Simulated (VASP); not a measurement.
Set up this calculation in VASP 6.6.1, as the native input.

- Task: single point
- Functional: PBE
- Potentials or basis: VASP PAW PBE potentials, release 64 (Ga_d, N)
- Cutoff: 520 eV
- k mesh: 10 × 10 × 10
- Occupations: gaussian, width 0.05 eV
- Spin: no spin polarisation
- Dipole correction: no
- Further INCAR settings: ALGO = Normal; EDIFF = 1e-06; NBANDS = 16

The structure of GaN lies in POSCAR:

```
GaN
1.0
    0.0000000000      2.2060113380      2.3083520702
    2.2060113380      0.0000000000      2.3083520702
    2.2060113380      2.2060113380      0.0000000000
Ga N
1 1
Direct
    0.0000000000      0.0000000000      0.0000000000
    0.7500000000      0.7500000000      0.7500000000
```

This cell differs from its parent crystal: strain -0.030 along x and y, +0.015 along z.

These files were run (other wordings do the same):

INCAR

```
ALGO = Normal
EDIFF = 1E-6
ENCUT = 520
GGA = PE
ISIF = 2
ISMEAR = 0
LASPH = True
LCHARG = False
LREAL = False
LWAVE = False
NBANDS = 16
NELM = 60
PREC = Accurate
SIGMA = 0.05
```

KPOINTS

```
k-points
0
Gamma
  10 10 10
```

Potentials or basis: VASP PAW PBE potentials, release 64 (Ga_d, N).

Launch:

```console
$ cat potpaw_PBE.64/Ga_d/POTCAR potpaw_PBE.64/N/POTCAR > POTCAR
$ mpirun -np 1 vasp_std > vasp.out
```

It gave:

```yaml
Pressure: 8.7 GPa
Band_gap_on_the_k_mesh: 1.76 eV, direct
```

Caveat: the cell differs from its parent crystal (strain -0.030 along x and y, +0.015 along z).

Run time: 16 s on 1 thread of Intel Xeon 6975P-C, on a shared host, peak memory 0.16 GiB.
